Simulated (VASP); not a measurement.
Runs of VASP 6.6.1 on PbS (Galena). The structure is that of space group Fm-3m (No. 225), or close to it. The cells are those of the table. 

```tsv
cell	gap on the mesh (eV)	pressure (GPa)
a = 4.138 Å, angles 60.0°, 2 atoms	0.05	-0.2
a = 4.019 Å, angles 60.0°, 2 atoms	0.33	6.0
a = 4.356 Å, angles 60.0°, 2 atoms	0.55	(b)
a = 4.079 Å, angles 60.0°, 2 atoms	(a)	2.3
```

Alike in all rows: task single point; level LDA; potentials or basis VASP PAW LDA potentials, release 64 (Pb_d, S); no spin polarisation; k mesh 6 × 6 × 6; cutoff (eV) 500; smearing gaussian 0.01 eV.

Fill in the values left out.

(a) 0.12; (b) -7.3.

Caveats: spin-orbit coupling is left out, which moves the levels of the heavy elements.

A k mesh can miss the band edges, and the runs leave out spin-orbit coupling on Pb.
